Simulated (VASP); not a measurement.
# BN (Cmcm) in VASP: a series of runs, part 2 of 2

VASP 6.6.1. The steps go on from the part before.

### 3 Single point, PBE+D3(BJ) (strain +0.0100 x Voigt [1, 0, 0, 0, 0, 0])

Contents of INCAR:

```
PREC = Accurate
ENCUT = 520
EDIFF = 1E-6
ISMEAR = 0
SIGMA = 0.05
LREAL = False
LASPH = True
NELM = 60
ALGO = Normal
ISIF = 2
LWAVE = False
LCHARG = False
GGA = PE
IVDW = 12
NBANDS = 16
```

Contents of KPOINTS:

```
Automatic mesh
0
Gamma
  12 12 4
```

Contents of POSCAR:

```
BN
1.0
    2.5290316213      0.0000000000      0.0000000000
   -1.2645158107      2.1685204268      0.0000000000
    0.0000000000      0.0000000000      6.6612000000
B N
2 2
Direct
    0.3333333333      0.6666666667      0.2500000000
    0.6666666667      0.3333333333      0.7500000000
    0.3333333333      0.6666666667      0.7500000000
    0.6666666667      0.3333333333      0.2500000000
```

Potentials or basis: VASP PAW PBE potentials, release 64 (B, N).

The run is started by

```sh
cat potpaw_PBE.64/B/POTCAR potpaw_PBE.64/N/POTCAR > POTCAR
mpirun -np 1 vasp_std > vasp.out
```

OUTCAR:

```text
PREC = Accurate
   ENCUT = 520
   EDIFF = 1E-6
   ISMEAR = 0
   LREAL = False
   LASPH = True
   NELM = 60
   ISIF = 2
   GGA = PE
   IVDW = 12
 IVDW          = 12

 ion  position               nearest neighbor table
   1  0.333  0.667  0.250-   4 1.45   4 1.46   4 1.46
   2  0.667  0.333  0.750-   3 1.45   3 1.46   3 1.46
   3  0.333  0.667  0.750-   2 1.45   2 1.46   2 1.46
   4  0.667  0.333  0.250-   1 1.45   1 1.46   1 1.46

  Warning from LATTYP: Monoclinic adjustment (A1->A3, A2->A1, A3->A2)!
  LATTYP: Found a base centered orthorhombic cell.
 ALAT       =     2.5290316213
 B/A-ratio  =     1.7149017897
 C/A-ratio  =     2.6338935203

  Lattice vectors:

 A1 = (   1.2645158107,  -2.1685204268,   0.0000000000)
 A2 = (   1.2645158106,   2.1685204268,   0.0000000000)
 A3 = (   0.0000000000,   0.0000000000,   6.6612000000)

Analysis of symmetry for initial positions (statically):
=====================================================================
 Subroutine PRICEL returns:
 Original cell was already a primitive cell.

 Routine SETGRP: Setting up the symmetry group for a
 base centered orthorhombic supercell.

 Subroutine GETGRP returns: Found  8 space group operations
 (whereof  4 operations were pure point group operations)
 out of a pool of  8 trial point group operations.

The static configuration has the point symmetry C_2h.
 The point group associated with its full space group is D_2h.

Analysis of symmetry for dynamics (positions and initial velocities):
=====================================================================
 Subroutine PRICEL returns:
 Original cell was already a primitive cell.

 Routine SETGRP: Setting up the symmetry group for a
 base centered orthorhombic supercell.

 Subroutine GETGRP returns: Found  8 space group operations
 (whereof  4 operations were pure point group operations)
 out of a pool of  8 trial point group operations.

The dynamic configuration has the point symmetry C_2h.
 The point group associated with its full space group is D_2h.

 Subroutine INISYM returns: Found  8 space group operations
 (whereof  4 operations are pure point group operations),
 and found     1 'primitive' translations

----------------------------------------------------------------------------------------

                                     Primitive cell

  volume of cell :      36.5317

  direct lattice vectors                    reciprocal lattice vectors
     2.529031621  0.000000000  0.000000000     0.395408263  0.230571958  0.000000000
    -1.264515811  2.168520427  0.000000000     0.000000000  0.461143915  0.000000000
     0.000000000  0.000000000  6.661200000     0.000000000  0.000000000  0.150123101

  length of vectors
     2.529031621  2.510275100  6.661200000     0.457723849  0.461143915  0.150123101

  position of ions in fractional coordinates (direct lattice)
     0.333333333  0.666666667  0.250000000
     0.666666667  0.333333333  0.750000000
     0.333333333  0.666666667  0.750000000
     0.666666667  0.333333333  0.250000000

  ion indices of the primitive-cell ions
   primitive index   ion index
                 1           1
                 2           2
                 3           3
                 4           4

[... 30 lines left out ...]
  0.166667  0.000000  0.000000      4.000000
  0.250000  0.000000  0.000000      4.000000
  0.333333  0.000000  0.000000      4.000000
  0.416667  0.000000  0.000000      4.000000
[... 16 lines left out ...]
  0.333333  0.166667  0.000000      4.000000
  0.416667  0.166667  0.000000      4.000000
 [... further k-points ...]
   k-points           NKPTS =    129   k-points in BZ     NKDIM =    129   number of bands    NBANDS=     16
   number of dos      NEDOS =    301   number of ions     NIONS =      4
   total plane-waves  NPLWV =  20000
   dimension x,y,z NGX =    20 NGY =   20 NGZ =   50
   dimension x,y,z NGXF=    40 NGYF=   40 NGZF=  100
   ions per type =               2   2
   NGX,Y,Z   is equivalent  to a cutoff of  13.15, 13.25, 12.48 a.u.
[... 17 lines left out ...]
   ISIF   =      2    stress and relaxation
   ISYM   =      2    0-nonsym 1-usesym 2-fastsym
   POTIM  = 0.5000    time-step for ionic-motion
   TEBEG  =    0.0;   TEEND  =   0.0 temperature during run
   PSTRESS=    0.0 pullay stress
   NELECT =      16.0000    total number of electrons
   NUPDOWN=      -1.0000    fix difference up-down
   EMIN   =  10.00;   EMAX   =-10.00  energy-range for DOS
   EFERMI =   0.00;   METHOD = LEGACY
   ISMEAR =     0;   SIGMA  =   0.05  broadening in eV -4-tet -1-fermi 0-gaus
   EFERMI_NEDOS =   21; number of points for ismear=-14 and -15
   IALGO  =     38    algorithm
   IMIX   =      4    mixing-type and parameters
     AMIX     =   0.40;   BMIX     =  1.00
     AMIX_MAG =   1.60;   BMIX_MAG =  1.00
  volume/ion in A,a.u.               =       9.13        61.63
  Fermi-wavevector in a.u.,A,eV,Ry     =   1.243249  2.349400 21.030087  1.545668
  Thomas-Fermi vector in A             =   2.377568
   LORBIT       =      0    0 simple, 1 ext, 2 COOP (PROOUT), +10 PAW based schemes
   GGA     = PE    functional components
   LHFCALC =     F    Hartree Fock is set to
   AEXX    =    0.0000 exact exchange contribution
   IVDW    =    12    specifies the selected vdW correction
   LEPSILON=     F    determine dielectric tensor
   LRPA    =     F    only Hartree local field effects (RPA)
 non-spin polarized calculation
 Gauss-broadening in eV      SIGMA  =   0.05
  energy-cutoff  :      520.00
  volume of cell :       36.53
 maximum number of plane-waves:      1001
   NGX =  9   NGY =  9   NGZ = 25

 number of electron      15.9999999 magnetization

 Free energy of the ion-electron system (eV)
  ---------------------------------------------------
  ext. energy  EPLUGINS =         0.00000000
  ---------------------------------------------------
  free energy    TOTEN  =       -35.15336792 eV

  energy without entropy =      -35.15336792  energy(sigma->0) =      -35.15336792

 E-fermi :   2.4121     XC(G=0): -10.0189

 val. band max:        2.1945367272   @ k =   0.2500   0.3333   0.0000
 cond. band min:       6.4205258693   @ k =   0.5000   0.0000   0.0000
 fundamental gap:      4.2259891421
 Fermi energy:         2.4121457237

 k-point     1 :       0.0000    0.0000    0.0000
  band No.  band energies     occupation
      1     -15.5229      2.00000
      2     -15.2341      2.00000
      3      -3.9424      2.00000
      4      -1.8387      2.00000
      5       0.8156      2.00000
      6       0.8531      2.00000
[... 433 lines left out ...]
      3      -6.3553      2.00000
      4      -6.2748      2.00000
      5      -3.2485      2.00000
      6      -3.1724      2.00000
[... 8 lines left out ...]
     15      16.7101      0.00000
     16      20.1324      0.00000

 [... further k-points ...]

------------------------ aborting loop because EDIFF is reached ----------------------------------------

 Edisp (eV)   -0.55684

 E8    (eV) :    -0.1630

  FORCE on cell =-STRESS in cart. coord.  units (eV):
  Direction    XX          YY          ZZ          XY          YZ          ZX
  --------------------------------------------------------------------------------------
  -------------------------------------------------------------------------------------
  Total      -1.73877    -0.08266    -0.06952     0.00000    -0.00000     0.00000
  in kB     -76.25729    -3.62514    -3.04896     0.00000    -0.00000     0.00000
  external pressure =      -27.64 kB  Pullay stress =        0.00 kB

 VOLUME and BASIS-vectors are now :
 -----------------------------------------------------------------------------
  energy-cutoff  :      520.00
  volume of cell :       36.53
      direct lattice vectors                 reciprocal lattice vectors
     2.529031621  0.000000000  0.000000000     0.395408263  0.230571958  0.000000000
    -1.264515811  2.168520427  0.000000000     0.000000000  0.461143915  0.000000000
     0.000000000  0.000000000  6.661200000     0.000000000  0.000000000  0.150123101

 POSITION                                       TOTAL-FORCE (eV/Angst)
 -----------------------------------------------------------------------------------
     -0.00000      1.44568      1.66530         0.000000     -0.116300     -0.000000
      1.26452      0.72284      4.99590        -0.000000      0.116300     -0.000000
     -0.00000      1.44568      4.99590         0.000000     -0.118045      0.000000
      1.26452      0.72284      1.66530        -0.000000      0.118045      0.000000
 -----------------------------------------------------------------------------------
    total drift:                                0.000000     -0.000000      0.000000

  FREE ENERGIE OF THE ION-ELECTRON SYSTEM (eV)
  ---------------------------------------------------
  free  energy   TOTEN  =       -35.7102039233 eV

  energy  without entropy=      -35.7102039233  energy(sigma->0) =      -35.71020392
```

OSZICAR:

```text
N       E                     dE             d eps       ncg     rms          rms(c)
DAV:   1     0.500321645084E+02    0.50032E+02   -0.79725E+03  4128   0.921E+02
DAV:   2    -0.353058717504E+02   -0.85338E+02   -0.77288E+02  5848   0.220E+02
DAV:   3    -0.385959168357E+02   -0.32900E+01   -0.32751E+01  5232   0.433E+01
DAV:   4    -0.386176952099E+02   -0.21778E-01   -0.21775E-01  5344   0.385E+00
DAV:   5    -0.386179035849E+02   -0.20837E-03   -0.20837E-03  5216   0.361E-01    0.111E+01
DAV:   6    -0.354896384829E+02    0.31283E+01   -0.51538E+00  5304   0.174E+01    0.498E+00
DAV:   7    -0.352293514764E+02    0.26029E+00   -0.54363E-01  5640   0.540E+00    0.313E+00
DAV:   8    -0.351571622642E+02    0.72189E-01   -0.23149E-01  5448   0.321E+00    0.472E-01
DAV:   9    -0.351523276115E+02    0.48347E-02   -0.15145E-02  4800   0.100E+00    0.192E-01
DAV:  10    -0.351532561602E+02   -0.92855E-03   -0.13583E-03  4864   0.280E-01    0.356E-02
DAV:  11    -0.351533536137E+02   -0.97453E-04   -0.95746E-05  5072   0.788E-02    0.241E-02
DAV:  12    -0.351533677363E+02   -0.14123E-04   -0.30075E-05  4592   0.381E-02    0.254E-03
DAV:  13    -0.351533679231E+02   -0.18681E-06   -0.62209E-07  4632   0.637E-03
   1 F= -.35710204E+02 E0= -.35710204E+02  d E =-.138257E-11
```

stdout:

```text
POSCAR found type information on POSCAR B N
 POSCAR found :  2 types and       4 ions
 scaLAPACK will be used
 LDA part: xc-table for (Slater+PW92), standard interpolation
 POSCAR, INCAR and KPOINTS ok, starting setup
 FFT: planning ... GRIDC
 FFT: planning ... GRID_SOFT
 FFT: planning ... GRID
 WAVECAR not read
 entering main loop
```

It took 37 s on 1 thread of Intel Xeon Platinum 8488C (Sapphire Rapids), shared host; peak memory 0.2 GiB.

What came out:

```yaml
Free_energy: -35.7102 eV
Pressure: -2.8 GPa
Largest_force: 0.118 eV/Å
Band_gap_on_the_k_mesh: 4.23 eV, indirect (least direct gap 4.61 eV)
Dispersion_energy_per_atom: -0.139 eV
```

Forces on the atoms (eV/Å):
```
B    0.000 -0.116  0.000
B    0.000  0.116  0.000
N    0.000 -0.118  0.000
N    0.000  0.118  0.000
```

Levels at points of the mesh, in eV from the valence-band top:
| k point | band 4 | band 5 | band 6 | band 7 | band 8 | band 9 | band 10 | band 11 | band 12 | band 13 |
| --- | --- | --- | --- | --- | --- | --- | --- | --- | --- | --- |
| (0.00, 0.00, 0.00) | -4.03 | -1.38 | -1.34 | -1.34 | -1.30 | 5.23 | 10.22 | 11.31 | 11.43 | 11.44 |
| (0.50, 0.00, 0.00) | -8.80 | -4.08 | -4.02 | -1.46 | -0.45 | 4.23 | 5.59 | 9.46 | 9.90 | 12.62 |
| (0.00, 0.50, 0.00) | -8.77 | -4.23 | -4.16 | -1.36 | -0.38 | 4.29 | 5.58 | 9.24 | 9.58 | 12.70 |
| (0.00, 0.00, 0.50) | -5.21 | -1.36 | -1.36 | -1.32 | -1.32 | 7.56 | 7.56 | 11.37 | 11.37 | 11.56 |
| (0.50, 0.00, 0.50) | -8.84 | -4.05 | -4.05 | -0.94 | -0.94 | 4.69 | 4.69 | 9.85 | 9.85 | 13.48 |
| (0.00, 0.50, 0.50) | -8.80 | -4.19 | -4.19 | -0.85 | -0.85 | 4.72 | 4.72 | 9.56 | 9.56 | 13.51 |

Caveat: the cell differs from its parent crystal (strain +0.0100 x Voigt [1, 0, 0, 0, 0, 0]). A k mesh can miss the band edges.

### 4 Single point, PBE+D3(BJ) (strain +0.0150 x Voigt [1, 0, 0, 0, 0, 0])

Contents of INCAR:

```
PREC     = Accurate       # precision mode
ENCUT    = 520            # plane-wave cutoff, eV
EDIFF    = 1E-6           # SCF threshold, eV
ISMEAR   = 0              # smearing method
SIGMA    = 0.05           # smearing width, eV
LREAL    = False          # projectors in reciprocal space
LASPH    = True           # aspherical terms in the spheres
NELM     = 80             # most SCF steps
ALGO     = Normal         # electronic algorithm
ISIF     = 2              # what is computed and relaxed
LWAVE    = False          # write WAVECAR
LCHARG   = False          # write CHGCAR
GGA      = PE             # functional
IVDW     = 12             # dispersion correction
NBANDS   = 16             # bands
```

Contents of KPOINTS:

```
regular mesh
0
Gamma
  12 12 4
```

POSCAR: that of step 3 with these lines changed.

```diff
@@ -2,4 +2,4 @@
 1.0
-    2.5290316213      0.0000000000      0.0000000000
-   -1.2645158107      2.1685204268      0.0000000000
+    2.5415515799      0.0000000000      0.0000000000
+   -1.2707757900      2.1685204268      0.0000000000
     0.0000000000      0.0000000000      6.6612000000
```

The run is started by

```sh
cat potpaw_PBE.64/B/POTCAR potpaw_PBE.64/N/POTCAR > POTCAR
mpirun -np 1 vasp_std > vasp.out
```

It took 37 s on 1 thread of Intel Xeon Platinum 8488C (Sapphire Rapids), shared host; peak memory 0.2 GiB.

Results (log left out):

| Property | Result |
| --- | --- |
| Free energy | -35.6994 eV |
| Pressure | -4.4 GPa |
| Largest force | 0.170 eV/Å |
| Band gap on the k mesh | 4.19 eV, indirect (least direct gap 4.59 eV) |
| Dispersion energy per atom | -0.139 eV |

Forces on the atoms (eV/Å):
```
B    0.000 -0.168  0.000
B    0.000  0.168  0.000
N    0.000 -0.170  0.000
N    0.000  0.170  0.000
```

Stress tensor (GPa, compression positive):
```
-11.85   0.00   0.00
  0.00  -1.12   0.00
  0.00   0.00  -0.29
```

Levels at points of the mesh, in eV from the valence-band top:
| k point | band 6 | band 7 | band 8 | band 9 | band 10 | band 11 |
| --- | --- | --- | --- | --- | --- | --- |
| (0.00, 0.00, 0.00) | -1.37 | -1.34 | -1.31 | 5.22 | 10.18 | 11.19 |
| (0.50, 0.00, 0.00) | -3.99 | -1.48 | -0.47 | 4.19 | 5.57 | 9.42 |
| (0.00, 0.50, 0.00) | -4.20 | -1.33 | -0.36 | 4.29 | 5.55 | 9.09 |
| (0.00, 0.00, 0.50) | -1.39 | -1.33 | -1.33 | 7.54 | 7.54 | 11.25 |
| (0.50, 0.00, 0.50) | -4.02 | -0.96 | -0.96 | 4.66 | 4.66 | 9.81 |
| (0.00, 0.50, 0.50) | -4.24 | -0.82 | -0.82 | 4.70 | 4.70 | 9.38 |

Caveat: the cell differs from its parent crystal (strain +0.0150 x Voigt [1, 0, 0, 0, 0, 0]).

### 5 Single point, PBE+D3(BJ) (strain +0.0200 x Voigt [1, 0, 0, 0, 0, 0])

Contents of INCAR:

```
PREC = Accurate
ENCUT = 520
EDIFF = 1E-7
ISMEAR = 0
SIGMA = 0.05
LREAL = F
LASPH = T
NELM = 60
ALGO = Normal
ISIF = 2
LWAVE = F
LCHARG = F
GGA = PE
IVDW = 12
NBANDS = 16
```

Contents of KPOINTS:

```
Automatic mesh
0
Gamma
  12 12 4
```

POSCAR: that of step 4 with these lines changed.

```diff
@@ -2,4 +2,4 @@
 1.0
-    2.5415515799      0.0000000000      0.0000000000
-   -1.2707757900      2.1685204268      0.0000000000
+    2.5540715384      0.0000000000      0.0000000000
+   -1.2770357692      2.1685204268      0.0000000000
     0.0000000000      0.0000000000      6.6612000000
```

The run is started by

```sh
cat potpaw_PBE.64/B/POTCAR potpaw_PBE.64/N/POTCAR > POTCAR
mpirun -np 1 vasp_std > vasp.out
```

Run time: 42 s. Hardware: 1 thread of Intel Xeon Platinum 8488C (Sapphire Rapids), shared host; peak memory 0.2 GiB.

Results (log left out):

* Free energy: -35.6839 eV
* Pressure: -6.0 GPa
* Largest force: 0.218 eV/Å
* Band gap on the k mesh: 4.16 eV, indirect (least direct gap 4.57 eV)
* Dispersion energy per atom: -0.138 eV

Forces in eV/Å, atoms in the order of the input:
```
B    0.000 -0.215  0.000
B    0.000  0.215  0.000
N    0.000 -0.218  0.000
N    0.000  0.218  0.000
```

Stress tensor (GPa, compression positive):
```
-15.93   0.00   0.00
  0.00  -1.86   0.00
  0.00   0.00  -0.29
```

Levels at points of the mesh, in eV from the valence-band top:
```
           k point  band 4  band 5  band 6  band 7  band 8  band 9  band 10  band 11  band 12  band 13
(0.00, 0.00, 0.00)   -3.97   -1.43   -1.39   -1.35   -1.32    5.20    10.14    11.07    11.18    11.19
(0.50, 0.00, 0.00)   -8.77   -4.03   -3.96   -1.50   -0.48    4.16     5.55     9.37     9.82    12.51
(0.00, 0.50, 0.00)   -8.70   -4.31   -4.24   -1.31   -0.34    4.28     5.52     8.94     9.21    12.68
(0.00, 0.00, 0.50)   -5.15   -1.41   -1.41   -1.33   -1.33    7.51     7.51    11.13    11.13    11.46
(0.50, 0.00, 0.50)   -8.81   -4.00   -4.00   -0.97   -0.97    4.64     4.64     9.77     9.77    13.37
(0.00, 0.50, 0.50)   -8.74   -4.28   -4.28   -0.80   -0.80    4.69     4.69     9.21     9.21    13.44
```

Caveat: the cell differs from its parent crystal (strain +0.0200 x Voigt [1, 0, 0, 0, 0, 0]). A k mesh can miss the band edges.

### 6 Single point, PBE+D3(BJ) (strain +0.0175 x Voigt [1, 0, 0, 0, 0, 0])

Contents of INCAR:

```
SYSTEM = BN
PREC     = Accurate       ! precision mode
ENCUT    = 520            ! plane-wave cutoff, eV
EDIFF    = 1E-6           ! SCF threshold, eV
ISMEAR   = 0              ! smearing method
SIGMA    = 0.05           ! smearing width, eV
LREAL    = .FALSE.        ! projectors in reciprocal space
LASPH    = .TRUE.         ! aspherical terms in the spheres
NELM     = 80             ! most SCF steps
ALGO     = Normal         ! electronic algorithm
ISIF     = 2              ! what is computed and relaxed
LWAVE    = .FALSE.        ! write WAVECAR
LCHARG   = .FALSE.        ! write CHGCAR
GGA      = PE             ! functional
IVDW     = 12             ! dispersion correction
NBANDS   = 16             ! bands
```

Contents of KPOINTS:

```
Automatic mesh
0
G
  12 12 4
  0 0 0
```

POSCAR: that of step 5 with these lines changed.

```diff
@@ -2,4 +2,4 @@
 1.0
-    2.5540715384      0.0000000000      0.0000000000
-   -1.2770357692      2.1685204268      0.0000000000
+    2.5478115591      0.0000000000      0.0000000000
+   -1.2739057796      2.1685204268      0.0000000000
     0.0000000000      0.0000000000      6.6612000000
```

Potentials or basis: VASP PAW PBE potentials, release 64 (B, N).

The run is started by

```sh
cat potpaw_PBE.64/B/POTCAR potpaw_PBE.64/N/POTCAR > POTCAR
mpirun -np 1 vasp_std > vasp.out
```

Wall time 37 s (1 thread of Intel Xeon Platinum 8488C (Sapphire Rapids), shared host); peak memory 0.2 GiB.

Results (log left out):

```
Free energy                : -35.6922 eV
Pressure                   : -5.2 GPa
Largest force              : 0.195 eV/Å
Band gap on the k mesh     : 4.18 eV, indirect (least direct gap 4.58 eV)
Dispersion energy per atom : -0.138 eV
```

Forces in eV/Å, atoms in the order of the input:
```
B    0.000 -0.192  0.000
B    0.000  0.192  0.000
N    0.000 -0.195  0.000
N    0.000  0.195  0.000
```

Stress tensor (GPa, compression positive):
```
-13.91   0.00   0.00
  0.00  -1.49   0.00
  0.00   0.00  -0.29
```

Levels at points of the mesh, in eV from the valence-band top:
```
           k point  band 4  band 5  band 6  band 7  band 8  band 9  band 10  band 11  band 12  band 13
(0.00, 0.00, 0.00)   -3.99   -1.42   -1.38   -1.35   -1.31    5.21    10.16    11.13    11.25    11.25
(0.50, 0.00, 0.00)   -8.77   -4.04   -3.98   -1.49   -0.47    4.18     5.56     9.39     9.84    12.54
(0.00, 0.50, 0.00)   -8.72   -4.29   -4.22   -1.32   -0.35    4.28     5.54     9.02     9.30    12.68
(0.00, 0.00, 0.50)   -5.16   -1.40   -1.40   -1.33   -1.33    7.52     7.52    11.19    11.19    11.49
(0.50, 0.00, 0.50)   -8.82   -4.01   -4.01   -0.97   -0.97    4.65     4.65     9.79     9.79    13.40
(0.00, 0.50, 0.50)   -8.75   -4.26   -4.26   -0.81   -0.81    4.69     4.69     9.30     9.30    13.46
```

Caveat: the cell differs from its parent crystal (strain +0.0175 x Voigt [1, 0, 0, 0, 0, 0]).

### 7 Overview

```csv
cell,gap on the mesh (eV),pressure (GPa),largest force (eV/Å)
"a = 2.517, b = 2.507, c = 6.661 Å, angles 90.0, 90.0, 120.1°, 4 atoms",4.26,-1.1,0.06
"a = 2.529, b = 2.510, c = 6.661 Å, angles 90.0, 90.0, 120.2°, 4 atoms",4.23,-2.8,0.12
"a = 2.542, b = 2.513, c = 6.661 Å, angles 90.0, 90.0, 120.4°, 4 atoms",4.19,-4.4,0.17
"a = 2.554, b = 2.517, c = 6.661 Å, angles 90.0, 90.0, 120.5°, 4 atoms",4.16,-6.0,0.22
"a = 2.548, b = 2.515, c = 6.661 Å, angles 90.0, 90.0, 120.4°, 4 atoms",4.18,-5.2,0.20
```

Alike in all rows: task single point; level PBE+D3(BJ); potentials or basis VASP PAW PBE potentials, release 64 (B, N); no spin polarisation; k mesh 12 × 12 × 4; cutoff (eV) 520; smearing gaussian 0.05 eV.

Absolute energies hang on the potentials; compare differences alone.
